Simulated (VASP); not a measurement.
Set up this calculation in VASP 6.6.1, as the native input.

| Property | Result |
| --- | --- |
| Task | single point |
| Functional | PBE |
| Potentials or basis | VASP PAW PBE potentials, release 64 (B, N) |
| Cutoff | 520 eV |
| k mesh | 12 × 12 × 12 |
| Occupations | gaussian, width 0.05 eV |
| Spin | no spin polarisation |
| Dipole correction | no |
| Further INCAR settings | ALGO = Normal; EDIFF = 1e-06; NBANDS = 11 |

The structure of BN lies in POSCAR:

```
BN
1.0
    0.0000000000      1.7858059850      1.8130010000
    1.7858059850      0.0000000000      1.8130010000
    1.7858059850      1.7858059850      0.0000000000
B N
1 1
Direct
    0.0000000000      0.0000000000      0.0000000000
    0.7500000000      0.7500000000      0.7500000000
```

This cell differs from its parent crystal: strain -0.015 along x and y, +0.000 along z.

The input as run:

INCAR

```
SYSTEM = BN
PREC     = Accurate       ! precision mode
ENCUT    = 520            ! plane-wave cutoff, eV
EDIFF    = 1E-6           ! SCF threshold, eV
ISMEAR   = 0              ! smearing method
SIGMA    = 0.05           ! smearing width, eV
LREAL    = .False.        ! projectors in reciprocal space
LASPH    = .True.         ! aspherical terms in the spheres
NELM     = 80             ! most SCF steps
ALGO     = Normal         ! electronic algorithm
ISIF     = 2              ! what is computed and relaxed
LWAVE    = .False.        ! write WAVECAR
LCHARG   = .False.        ! write CHGCAR
GGA      = PE             ! functional
NBANDS   = 11             ! bands
```

KPOINTS

```
regular mesh
0
Gamma
  12 12 12
  0 0 0
```

Potentials or basis: VASP PAW PBE potentials, release 64 (B, N).

Launch:

```bash
$ cat potpaw_PBE.64/B/POTCAR potpaw_PBE.64/N/POTCAR > POTCAR
$ mpirun -np 1 vasp_std > vasp.out
```

Results of the run:

```yaml
Pressure: 11.8 GPa
Band_gap_on_the_k_mesh: 4.34 eV, indirect (least direct gap 8.83 eV)
```

Caveat: the cell differs from its parent crystal (strain -0.015 along x and y, +0.000 along z).

It took 13 s on 1 thread of Intel Xeon 6975P-C (shared host), peak memory 0.13 GiB.
